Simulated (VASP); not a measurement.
Runs of VASP 6.6.1 on Se. The structure is that of space group R-3 (No. 148), or close to it. The cells are those of the table. 

```csv
task,cell,gap on the mesh (eV),pressure (GPa),largest force (eV/Å)
single point,"a = 6.819, b = 6.658, c = 6.696 Å, angles 115.0, 116.0, 114.9°, 6 atoms",1.12,2.9,0.68
single point,"a = 6.788 Å, angles 115.4°, 6 atoms",1.10,1.5,0.24
single point,"a = 6.596 Å, angles 115.1°, 6 atoms",1.41,6.0,1.11
electric field gradients,"a = 6.852 Å, angles 115.5°, 6 atoms",1.01,0.3,0.07
electric field gradients,"a = 6.701 Å, angles 115.3°, 6 atoms",1.21,3.4,0.62
electric field gradients,"a = 6.812 Å, angles 115.3°, 6 atoms",(b),0.7,0.11
electric field gradients,"a = 6.768 Å, angles 115.3°, 6 atoms",1.16,1.7,0.28
single point,"a = 6.771, b = 6.691, c = 6.710 Å, angles 115.2, 115.7, 115.1°, 6 atoms",1.16,(a),0.59
electric field gradients,"a = 6.856 Å, angles 115.3°, 6 atoms",1.10,-0.3,0.17
electric field gradients,"a = 6.660 Å, angles 115.2°, 6 atoms",1.30,4.3,0.80
```

Alike in all rows: level PBE; potentials or basis VASP PAW PBE potentials, release 64 (Se); no spin polarisation; k mesh 6 × 6 × 6; cutoff (eV) 520; smearing fermi-dirac 0.01 eV.

Estimate the missing entries.

(a) 2.8; (b) 1.13.

Caveats: forces of over 1 eV/Å act on the atoms, so gaps and moduli don't describe the material at rest (some runs).

A k mesh can miss the band edges, and the runs leave out spin-orbit coupling on Se.
